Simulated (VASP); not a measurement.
## Ga4PN3: relaxation of cell and atoms with PBE

The system is Ga4PN3.

```xyz
8
Lattice="3.1491 0.0000 0.0000 -1.5746 2.7272 0.0000 0.0000 0.0000 10.2850" Properties=species:S:1:pos:R:3 pbc="T T T"
N     1.5746    0.9091    0.0000
N     1.5746    0.9091    5.1425
N     0.0000    1.8181    7.7137
P     0.0000    1.8181    2.5712
Ga    1.5746    0.9091    8.3565
Ga    1.5746    0.9091    3.2141
Ga    0.0000    1.8181    5.7853
Ga    0.0000    1.8181    0.6428
```

```yaml
Program: VASP 6.6.1
Task: relaxation of cell and atoms
Functional: PBE
Potentials_or_basis: VASP PAW PBE potentials, release 64 (N, P, Ga_d)
Cutoff: 600 eV
k_mesh: 12 × 12 × 2
Occupations: fermi-dirac, width 0.02 eV
Spin: no spin polarisation
Dipole_correction: no
Further_INCAR_settings: ALGO = Normal; EDIFF = 1e-06; IBRION = 2; EDIFFG = -0.005; NSW = 80; ISIF = 3
```

```
Relaxed volume                        : 13.78 Å³/atom
Relaxed cell                          : a = 3.371 Å, b = 3.371 Å, c = 11.203 Å, α = 90.00°, β = 90.00°, γ = 120.00°
Space group after relaxing (to 0.1 Å) : P3m1 (No. 156)
Energy gained by relaxing             : 658.2 meV/atom
Ionic steps                           : 23
Pressure after relaxing               : 0.0 GPa
Band gap on the k mesh                : zero (bands 36 and 37 overlap by 0.26 eV)
```

Forces in eV/Å, atoms in the order of the input:
```
N    0.000  0.000 -0.001
N    0.000  0.000  0.001
N    0.000  0.000 -0.002
P    0.000  0.000  0.001
Ga   0.000  0.000  0.000
Ga   0.000  0.000 -0.002
Ga   0.000  0.000  0.003
Ga   0.000  0.000  0.000
```

Step by step:
| step | energy change (eV) | largest force (eV/Å) | pressure (GPa) | volume (Å³) |
| --- | --- | --- | --- | --- |
| 1 | 0.0000 | 7.7701 | 56.43 | 88.33 |
| 2 | -1.7575 | 1.8333 | -18.93 | 147.96 |
| 3 | -4.7421 | 1.9601 | -2.96 | 114.79 |
| 4 | -4.7530 | 1.9394 | -1.73 | 113.65 |
| 5 | -4.7544 | 1.9273 | -1.05 | 113.02 |
| 6 | -5.0259 | 0.8279 | -2.02 | 112.75 |
| 7 | -5.0762 | 1.3079 | -2.42 | 112.58 |
| 8 | -5.2343 | 0.4027 | 1.28 | 109.09 |
| 9 | -5.2371 | 0.3696 | 1.99 | 108.57 |
| 10 | -5.2630 | 0.1848 | -0.35 | 110.54 |
| 11 | -5.2634 | 0.1400 | -0.08 | 110.32 |
| 12 | -5.2652 | 0.0491 | -0.16 | 110.36 |
| 13 | -5.2653 | 0.0556 | -0.16 | 110.36 |
| 14 | -5.2656 | 0.0307 | 0.22 | 110.16 |
| 15 | -5.2656 | 0.0342 | 0.07 | 110.17 |
| 16 | -5.2656 | 0.0295 | 0.16 | 110.16 |
| 17 | -5.2657 | 0.0099 | -0.04 | 110.27 |
| 18 | -5.2657 | 0.0065 | 0.04 | 110.25 |
| 19 | -5.2657 | 0.0082 | -0.02 | 110.26 |
| 20 | -5.2657 | 0.0075 | -0.01 | 110.26 |
| 21 | -5.2658 | 0.0071 | -0.01 | 110.26 |
| 22 | -5.2658 | 0.0086 | -0.01 | 110.26 |
| 23 | -5.2658 | 0.0028 | 0.03 | 110.26 |

Final structure:
```cif
data_structure
_symmetry_space_group_name_H-M 'P 1'
_symmetry_Int_Tables_number 1
_cell_length_a 3.3711
_cell_length_b 3.3711
_cell_length_c 11.2030
_cell_angle_alpha 90.000
_cell_angle_beta 90.000
_cell_angle_gamma 120.000
_cell_volume 110.26
loop_
_atom_site_label
_atom_site_type_symbol
_atom_site_fract_x
_atom_site_fract_y
_atom_site_fract_z
_atom_site_occupancy
N1 N 0.66667 0.33333 0.98014 1
N2 N 0.66667 0.33333 0.52022 1
N3 N 0.33333 0.66667 0.75006 1
P1 P 0.33333 0.66667 0.24576 1
Ga1 Ga 0.66667 0.33333 0.80308 1
Ga2 Ga 0.66667 0.33333 0.34439 1
Ga3 Ga 0.33333 0.66667 0.57339 1
Ga4 Ga 0.33333 0.66667 0.03295 1
```

Levels at points of the mesh, in eV from the Fermi level:
| k point | band 34 | band 35 | band 36 | band 37 | band 38 | band 39 |
| --- | --- | --- | --- | --- | --- | --- |
| (0.00, 0.00, 0.00) | -2.36 | -1.31 | 0.23 | 0.23 | 0.64 | 0.79 |
| (0.50, 0.00, 0.00) | -3.70 | -3.63 | -1.75 | 0.71 | 1.51 | 1.84 |
| (0.00, 0.00, 0.50) | -2.71 | -0.11 | 0.04 | 0.23 | 0.23 | 0.69 |
| (0.50, 0.00, 0.50) | -3.64 | -3.49 | -1.77 | 0.63 | 1.27 | 1.94 |

Wall time 60 min on 1 thread of Intel Xeon 8259CL, on a shared host, peak memory 0.35 GiB.

Caveat: the volume moved by over 15 % at a fixed basis, so the end points are rough; semilocal functionals underestimate gaps, so a narrow gap can read as zero.
